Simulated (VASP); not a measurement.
# Lu (P6_3/mmc) in VASP: notebook

Runs on Lu. Level: PBE. Tasks: single point, relaxation of cell and atoms.

All numbers are computed with VASP 6.6.1; they aren't measurements. Logs are shortened: lines on timing, memory, paths and dates and some standing lists are left out, and cuts for length are marked.

### Step 1. The cell of the first run

Symmetry: P6_3/mmc, No. 194, hexagonal system. Conventional cell: a = 3.514 Å, b = 3.514 Å, c = 5.417 Å, α = 90.00°, β = 90.00°, γ = 120.00°. Lu (site symmetry -6m2) has 12 Lu at 3.38 to 3.51 Å within 4.4 Å.

### Step 2. Single point, PBE

INCAR reads:

```
SYSTEM = Lu
PREC = Accurate
ENCUT = 520
EDIFF = 1E-6
ISMEAR = 0
SIGMA = 0.05
LREAL = .FALSE.
LASPH = .TRUE.
NELM = 80
ALGO = Normal
ISIF = 2
LWAVE = .FALSE.
LCHARG = .FALSE.
GGA = PE
NBANDS = 32
```

KPOINTS reads:

```
Automatic mesh
0
G
  6 6 4
  0 0 0
```

POSCAR reads:

```
Lu
1.0
    3.5140224773      0.0000000000      0.0000000000
   -1.7570112386      3.0432327348      0.0000000000
    0.0000000000      0.0000000000      5.4169370493
Lu
2
Direct
    0.3333333333      0.6666666667      0.7500000000
    0.6666666667      0.3333333333      0.2500000000
```

Potentials or basis: VASP PAW PBE potentials, release 64 (Lu).

Started as:

```console
cat potpaw_PBE.64/Lu/POTCAR > POTCAR
mpirun -np 1 vasp_std > vasp.out
```

OUTCAR:

```text
SYSTEM = Lu
   PREC = Accurate
   ENCUT = 520
   EDIFF = 1E-6
   ISMEAR = 0
   LREAL = .FALSE.
   LASPH = .TRUE.
   NELM = 80
   ISIF = 2
   GGA = PE

 ion  position               nearest neighbor table
   1  0.333  0.667  0.750-   2 3.38   2 3.38   2 3.38   2 3.38   2 3.38   2 3.38
   2  0.667  0.333  0.250-   1 3.38   1 3.38   1 3.38   1 3.38   1 3.38   1 3.38

  LATTYP: Found a hexagonal cell.
 ALAT       =     3.5140224773
 C/A-ratio  =     1.5415203187

  Lattice vectors:

 A1 = (   3.5140224773,   0.0000000000,   0.0000000000)
 A2 = (  -1.7570112386,   3.0432327348,   0.0000000000)
 A3 = (   0.0000000000,   0.0000000000,   5.4169370493)

Analysis of symmetry for initial positions (statically):
=====================================================================
 Subroutine PRICEL returns:
 Original cell was already a primitive cell.

 Routine SETGRP: Setting up the symmetry group for a
 hexagonal supercell.

 Subroutine GETGRP returns: Found 24 space group operations
 (whereof 12 operations were pure point group operations)
 out of a pool of 24 trial point group operations.

The static configuration has the point symmetry D_3d.
 The point group associated with its full space group is D_6h.

Analysis of symmetry for dynamics (positions and initial velocities):
=====================================================================
 Subroutine PRICEL returns:
 Original cell was already a primitive cell.

 Routine SETGRP: Setting up the symmetry group for a
 hexagonal supercell.

 Subroutine GETGRP returns: Found 24 space group operations
 (whereof 12 operations were pure point group operations)
 out of a pool of 24 trial point group operations.

The dynamic configuration has the point symmetry D_3d.
 The point group associated with its full space group is D_6h.

 Subroutine INISYM returns: Found 24 space group operations
 (whereof 12 operations are pure point group operations),
 and found     1 'primitive' translations

----------------------------------------------------------------------------------------

                                     Primitive cell

  volume of cell :      57.9287

  direct lattice vectors                    reciprocal lattice vectors
     3.514022477  0.000000000  0.000000000     0.284574162  0.164298969  0.000000000
    -1.757011239  3.043232735  0.000000000     0.000000000  0.328597938  0.000000000
     0.000000000  0.000000000  5.416937049     0.000000000  0.000000000  0.184606170

  length of vectors
     3.514022477  3.514022477  5.416937049     0.328597938  0.328597938  0.184606170

  position of ions in fractional coordinates (direct lattice)
     0.333333333  0.666666667  0.750000000
     0.666666667  0.333333333  0.250000000

  ion indices of the primitive-cell ions
   primitive index   ion index
                 1           1
                 2           2

----------------------------------------------------------------------------------------

 KPOINTS: Automatic mesh

Automatic generation of k-mesh.
 Grid dimensions read from file:
 generate k-points for:    6    6    4

 Generating k-lattice:

  Cartesian coordinates                     Fractional coordinates (reciprocal lattice)
     0.047429027  0.027383161  0.000000000     0.166666667  0.000000000  0.000000000
     0.000000000  0.054766323  0.000000000     0.000000000  0.166666667  0.000000000
     0.000000000  0.000000000  0.046151542     0.000000000  0.000000000  0.250000000

  Length of vectors
     0.054766323  0.054766323  0.046151542

  Shift w.r.t. Gamma in fractional coordinates (k-lattice)
     0.000000000  0.000000000  0.000000000

 Subroutine IBZKPT returns following result:
 ===========================================

 Found     21 irreducible k-points:

 Following reciprocal coordinates:
            Coordinates               Weight
  0.000000  0.000000  0.000000      1.000000
  0.166667 -0.000000  0.000000      6.000000
  0.333333 -0.000000  0.000000      6.000000
  0.500000  0.000000  0.000000      3.000000
  0.166667  0.166667  0.000000      6.000000
  0.333333  0.166667  0.000000     12.000000
[... 13 lines left out ...]
  0.333333  0.166667  0.500000     12.000000
  0.333333  0.333333  0.500000      2.000000
   k-points           NKPTS =     21   k-points in BZ     NKDIM =     21   number of bands    NBANDS=     32
   number of dos      NEDOS =    301   number of ions     NIONS =      2
   total plane-waves  NPLWV =  31360
   dimension x,y,z NGX =    28 NGY =   28 NGZ =   40
   dimension x,y,z NGXF=    56 NGYF=   56 NGZF=   80
   ions per type =               2
   NGX,Y,Z   is equivalent  to a cutoff of  13.25, 13.25, 12.28 a.u.
   NGXF,Y,Z  is equivalent  to a cutoff of  26.49, 26.49, 24.55 a.u.
 SYSTEM =  Lu
   PREC   = accura    normal or accurate (medium, high low for compatibility)
   ISTART =      0    job   : 0-new  1-cont  2-samecut
   ICHARG =      2    charge: 1-file 2-atom 10-const
   ISPIN  =      1    spin polarized calculation?
   LNONCOLLINEAR =      F non collinear calculations
   LSORBIT =      F    spin-orbit coupling
   LASPH  =      T    aspherical Exc in radial PAW
   ENCUT  =  520.0 eV  38.22 Ry    6.18 a.u.   6.53  6.53 10.07*2*pi/ulx,y,z
   NELM   =     80;   NELMIN=  2; NELMDL= -5     # of ELM steps
   EDIFF  = 0.1E-05   stopping-criterion for ELM
   LREAL  =      F    real-space projection
   EDIFFG = 0.1E-04   stopping-criterion for IOM
   NSW    =      0    number of steps for IOM
   IBRION =     -1    ionic relax: 0-MD 1-quasi-New 2-CG
   NFREE  =      0    steps in history (QN), initial steepest desc. (CG)
   ISIF   =      2    stress and relaxation
   ISYM   =      2    0-nonsym 1-usesym 2-fastsym
   POTIM  = 0.5000    time-step for ionic-motion
   TEBEG  =    0.0;   TEEND  =   0.0 temperature during run
   PSTRESS=    0.0 pullay stress
   NELECT =      50.0000    total number of electrons
   NUPDOWN=      -1.0000    fix difference up-down
   EMIN   =  10.00;   EMAX   =-10.00  energy-range for DOS
   EFERMI =   0.00;   METHOD = LEGACY
   ISMEAR =     0;   SIGMA  =   0.05  broadening in eV -4-tet -1-fermi 0-gaus
   EFERMI_NEDOS =   21; number of points for ismear=-14 and -15
   IALGO  =     38    algorithm
   IMIX   =      4    mixing-type and parameters
     AMIX     =   0.40;   BMIX     =  1.00
     AMIX_MAG =   1.60;   BMIX_MAG =  1.00
  volume/ion in A,a.u.               =      28.96       195.46
  Fermi-wavevector in a.u.,A,eV,Ry     =   1.558716  2.945546 33.056656  2.429596
  Thomas-Fermi vector in A             =   2.662180
   LORBIT       =      0    0 simple, 1 ext, 2 COOP (PROOUT), +10 PAW based schemes
   GGA     = PE    functional components
   LHFCALC =     F    Hartree Fock is set to
   AEXX    =    0.0000 exact exchange contribution
   IVDW    =     0    specifies the selected vdW correction
   LEPSILON=     F    determine dielectric tensor
   LRPA    =     F    only Hartree local field effects (RPA)
 non-spin polarized calculation
 Gauss-broadening in eV      SIGMA  =   0.05
  energy-cutoff  :      520.00
  volume of cell :       57.93
 maximum number of plane-waves:      1604
 NGX is ok and might be reduce to    28
   NGX = 13   NGY = 13   NGZ = 21

 number of electron      50.0000009 magnetization

 Free energy of the ion-electron system (eV)
  ---------------------------------------------------
  ext. energy  EPLUGINS =         0.00000000
  ---------------------------------------------------
  free energy    TOTEN  =        -9.07242472 eV

  energy without entropy =       -9.07113061  energy(sigma->0) =       -9.07177766

 E-fermi :   2.2657     XC(G=0): -10.6895

 val. band max:        2.1748007876   @ k =   0.3333   0.1667   0.2500
 cond. band min:       2.2792883543   @ k =   0.3333  -0.0000   0.0000
 fundamental gap:      0.1044875667
 Fermi energy:         2.2656951089

 k-point     1 :       0.0000    0.0000    0.0000
  band No.  band energies     occupation
      1     -53.9407      2.00000
      2     -53.9020      2.00000
      3     -24.8934      2.00000
      4     -24.4681      2.00000
      5     -24.4681      2.00000
      6     -24.3758      2.00000
[... 24 lines left out ...]
     31       5.6215      0.00000
     32       5.6215      0.00000

 k-point     2 :       0.1667   -0.0000    0.0000
  band No.  band energies     occupation
      1     -53.9346      2.00000
      2     -53.9005      2.00000
      3     -24.8495      2.00000
      4     -24.5477      2.00000
      5     -24.4960      2.00000
      6     -24.4594      2.00000
[... 24 lines left out ...]
     31       5.7449      0.00000
     32       5.7670      0.00000

 k-point     3 :       0.3333   -0.0000    0.0000
  band No.  band energies     occupation
      1     -53.9210      2.00000
      2     -53.8987      2.00000
      3     -24.7415      2.00000
      4     -24.7085      2.00000
      5     -24.6163      2.00000
      6     -24.5480      2.00000
[... 24 lines left out ...]
     31       7.0419      0.00000
     32       7.2910      0.00000

 k-point     4 :       0.5000    0.0000    0.0000
  band No.  band energies     occupation
      1     -53.9124      2.00000
      2     -53.8996      2.00000
      3     -24.7894      2.00000
      4     -24.6904      2.00000
      5     -24.6602      2.00000
      6     -24.5728      2.00000
[... 24 lines left out ...]
     31       8.8210      0.00000
     32       8.9621      0.00000

 k-point     5 :       0.1667    0.1667    0.0000
  band No.  band energies     occupation
      1     -53.9247      2.00000
      2     -53.8989      2.00000
      3     -24.7725      2.00000
      4     -24.6303      2.00000
      5     -24.6198      2.00000
      6     -24.5086      2.00000
[... 479 lines left out ...]
     31       8.5842      0.00000
     32       8.5978      0.00000

 k-point    19 :       0.1667    0.1667    0.5000
  band No.  band energies     occupation
      1     -53.9118      2.00000
      2     -53.9118      2.00000
      3     -24.7278      2.00000
      4     -24.7278      2.00000
      5     -24.5052      2.00000
      6     -24.5052      2.00000
[... 24 lines left out ...]
     31       7.3712      0.00000
     32       7.3712      0.00000

 k-point    20 :       0.3333    0.1667    0.5000
  band No.  band energies     occupation
      1     -53.9060      2.00000
      2     -53.9060      2.00000
      3     -24.8034      2.00000
      4     -24.8034      2.00000
      5     -24.5658      2.00000
      6     -24.5658      2.00000
[... 24 lines left out ...]
     31       8.0417      0.00000
     32       8.0417      0.00000

 k-point    21 :       0.3333    0.3333    0.5000
  band No.  band energies     occupation
      1     -53.9041      2.00000
      2     -53.9041      2.00000
      3     -24.7825      2.00000
      4     -24.7825      2.00000
      5     -24.6432      2.00000
      6     -24.6432      2.00000
[... 24 lines left out ...]
     31       7.4726      0.00000
     32       7.4726      0.00000

------------------------ aborting loop because EDIFF is reached ----------------------------------------

  FORCE on cell =-STRESS in cart. coord.  units (eV):
  Direction    XX          YY          ZZ          XY          YZ          ZX
  --------------------------------------------------------------------------------------
  -------------------------------------------------------------------------------------
  Total        0.1838163      0.1838163      0.2471150      0.0000000      0.0000000      0.0000000
  in kB        5.0839483      5.0839483      6.8346497      0.0000000      0.0000000      0.0000000
  external PRESSURE =       5.6675154 kB  Pullay stress =       0.0000000 kB

 VOLUME and BASIS-vectors are now :
 -----------------------------------------------------------------------------
  energy-cutoff  :      520.00
  volume of cell :       57.93
      direct lattice vectors                 reciprocal lattice vectors
     3.514022477  0.000000000  0.000000000     0.284574162  0.164298969  0.000000000
    -1.757011239  3.043232735  0.000000000     0.000000000  0.328597938  0.000000000
     0.000000000  0.000000000  5.416937049     0.000000000  0.000000000  0.184606170

 POSITION                                       TOTAL-FORCE (eV/Angst)
 -----------------------------------------------------------------------------------
     -0.00000      2.02882      4.06270         0.000000      0.000000      0.000000
      1.75701      1.01441      1.35423        -0.000000      0.000000      0.000000
 -----------------------------------------------------------------------------------
    total drift:                               -0.000000      0.000000     -0.000000

  FREE ENERGIE OF THE ION-ELECTRON SYSTEM (eV)
  ---------------------------------------------------
  free  energy   TOTEN  =        -9.0724247177 eV

  energy  without entropy=       -9.0711306055  energy(sigma->0) =       -9.07177766
```

Run time: 70 s. Hardware: 1 thread of Intel Xeon 8259CL, shared host; peak memory 0.2 GiB.

What came out:

- Free energy: -9.0724 eV
- Pressure: 0.6 GPa
- Band gap on the k mesh: zero (bands 25 and 26 overlap by 1.95 eV)

Caveat: spin-orbit coupling is left out, which moves the levels of the heavy elements.

### Step 3. Relaxation of cell and atoms, PBE

This run uses another cell than the first one, of 29.68 Å³/atom.

INCAR reads:

```
  ALGO = Normal
  EDIFF = 1E-7
  EDIFFG = -0.03
  ENCUT = 600
  GGA = PE
  IBRION = 2
  ISIF = 3
  ISMEAR = 0
  LASPH = True
  LCHARG = False
  LREAL = False
  LWAVE = False
  NELM = 100
  NSW = 80
  PREC = Accurate
  SIGMA = 0.05
```

KPOINTS reads:

```
k-points
0
Gamma
  6 6 4
```

POSCAR reads:

```
Lu
1.0
    3.5100000000      0.0000000000      0.0000000000
   -1.7550000000      3.0397491673      0.0000000000
    0.0000000000      0.0000000000      5.5633500000
Lu
2
Direct
    0.3333333333      0.6666666667      0.7500000000
    0.6666666667      0.3333333333      0.2500000000
```

Potentials or basis: VASP PAW PBE potentials, release 64 (Lu).

Started as:

```console
cat potpaw_PBE.64/Lu/POTCAR > POTCAR
mpirun -np 1 vasp_std > vasp.out
```

OUTCAR:

```text
EDIFF = 1E-7
   EDIFFG = -0.03
   ENCUT = 600
   GGA = PE
   IBRION = 2
   ISIF = 3
   ISMEAR = 0
   LASPH = True
   LREAL = False
   NELM = 100
   NSW = 80
   PREC = Accurate

 ion  position               nearest neighbor table
   1  0.333  0.667  0.750-   2 3.44   2 3.44   2 3.44   2 3.44   2 3.44   2 3.44
   2  0.667  0.333  0.250-   1 3.44   1 3.44   1 3.44   1 3.44   1 3.44   1 3.44

  LATTYP: Found a hexagonal cell.
 ALAT       =     3.5100000000
 C/A-ratio  =     1.5850000000

  Lattice vectors:

 A1 = (   3.5100000000,   0.0000000000,   0.0000000000)
 A2 = (  -1.7550000000,   3.0397491673,   0.0000000000)
 A3 = (   0.0000000000,   0.0000000000,   5.5633500000)

[... 180 lines left out ...]
  --------------------------------------------------------------------------------------
  -------------------------------------------------------------------------------------
  Total       -0.0151094     -0.0151094     -0.8692982      0.0000000      0.0000000      0.0000000
  in kB       -0.4078269     -0.4078269    -23.4637862      0.0000000      0.0000000      0.0000000
  external PRESSURE =      -8.0931467 kB  Pullay stress =       0.0000000 kB
[... 95 lines left out ...]
--------------------------------------- Ionic step        4  -------------------------------------------

 number of electron      49.9999996 magnetization

 Free energy of the ion-electron system (eV)
  ---------------------------------------------------
  ext. energy  EPLUGINS =         0.00000000
  ---------------------------------------------------
  free energy    TOTEN  =        -9.07351972 eV

  energy without entropy =       -9.07223992  energy(sigma->0) =       -9.07287982

 E-fermi :   2.2358     XC(G=0): -10.6536

 val. band max:        2.1433210631   @ k =   0.3333   0.1667   0.2500
 cond. band min:       2.2497754975   @ k =   0.3333   0.0000   0.0000
 fundamental gap:      0.1064544344
 Fermi energy:         2.2358289142

 k-point     1 :       0.0000    0.0000    0.0000
  band No.  band energies     occupation
      1     -53.9863      2.00000
      2     -53.9491      2.00000
      3     -24.9295      2.00000
      4     -24.5154      2.00000
      5     -24.5154      2.00000
      6     -24.4256      2.00000
[... 711 lines left out ...]
  FREE ENERGIE OF THE ION-ELECTRON SYSTEM (eV)
  ---------------------------------------------------
  free  energy   TOTEN  =        -9.0735197188 eV

  energy  without entropy=       -9.0722399215  energy(sigma->0) =       -9.07287982

 reached required accuracy - stopping structural energy minimisation
```

OSZICAR:

```text
N       E                     dE             d eps       ncg     rms          rms(c)
DAV:   1     0.273315842556E+03    0.27332E+03   -0.21358E+04  1762   0.594E+03
DAV:   2     0.243296544595E+02   -0.24899E+03   -0.24134E+03  1330   0.580E+02
DAV:   3    -0.535756319633E+01   -0.29687E+02   -0.29159E+02  1730   0.134E+02
[... 45 lines left out ...]
DAV:   8    -0.907351898502E+01    0.12294E-05   -0.37199E-05  1932   0.783E-02    0.461E-03
DAV:   9    -0.907351939762E+01   -0.41260E-06   -0.32767E-06  2016   0.158E-02    0.128E-03
DAV:  10    -0.907351959763E+01   -0.20001E-06   -0.16049E-07   892   0.425E-03    0.516E-04
DAV:  11    -0.907351971017E+01   -0.11254E-06   -0.46058E-08   714   0.263E-03    0.118E-04
DAV:  12    -0.907351971883E+01   -0.86548E-08   -0.20111E-08   710   0.122E-03
   4 F= -.90735197E+01 E0= -.90728798E+01  d E =-.482010E-03
```

Wall time 5.2 min (1 thread of Intel Xeon 8259CL, shared host); peak memory 0.22 GiB.

Results:

- Free energy: -9.0735 eV
- Relaxed volume: 29.18 Å³/atom
- Relaxed cell: a = 3.522 Å, b = 3.522 Å, c = 5.434 Å, α = 90.00°, β = 90.00°, γ = 120.00°
- Space group after relaxing (to 0.1 Å): P6_3/mmc (No. 194)
- Energy gained by relaxing: 5.2 meV/atom
- Ionic steps: 4
- Pressure after relaxing: 0.0 GPa
- Band gap on the k mesh: zero (bands 25 and 26 overlap by 1.94 eV)

The path:
```tsv
step	energy change (eV)	largest force (eV/Å)	pressure (GPa)	volume (Å³)
1	0.0000	0.0000	-0.81	59.36
2	-0.0098	0.0000	0.23	58.07
3	-0.0098	0.0000	0.28	58.02
4	-0.0103	0.0000	-0.03	58.37
```

Final structure:
```cif
data_structure
_symmetry_space_group_name_H-M 'P 1'
_symmetry_Int_Tables_number 1
_cell_length_a 3.5219
_cell_length_b 3.5219
_cell_length_c 5.4336
_cell_angle_alpha 90.000
_cell_angle_beta 90.000
_cell_angle_gamma 120.000
_cell_volume 58.37
loop_
_atom_site_label
_atom_site_type_symbol
_atom_site_fract_x
_atom_site_fract_y
_atom_site_fract_z
_atom_site_occupancy
Lu1 Lu 0.33333 0.66667 0.75000 1
Lu2 Lu 0.66667 0.33333 0.25000 1
```

Levels at points of the mesh, in eV from the Fermi level:
| k point | band 21 | band 22 | band 23 | band 24 | band 25 | band 26 | band 27 | band 28 | band 29 | band 30 |
| --- | --- | --- | --- | --- | --- | --- | --- | --- | --- | --- |
| (0.00, 0.00, 0.00) | -4.91 | -4.90 | -4.89 | -2.37 | 0.73 | 2.13 | 2.13 | 2.69 | 2.90 | 2.90 |
| (0.50, 0.00, 0.00) | -4.91 | -4.89 | -2.38 | -1.41 | -0.83 | -0.42 | 1.64 | 1.77 | 2.43 | 6.04 |
| (0.00, 0.00, 0.50) | -4.89 | -4.89 | -4.34 | -4.34 | 1.26 | 1.26 | 2.02 | 2.02 | 2.02 | 2.02 |
| (0.50, 0.00, 0.50) | -4.91 | -4.91 | -2.11 | -2.11 | 0.09 | 0.09 | 1.36 | 1.36 | 3.29 | 3.29 |

Caveat: spin-orbit coupling is left out, which moves the levels of the heavy elements.
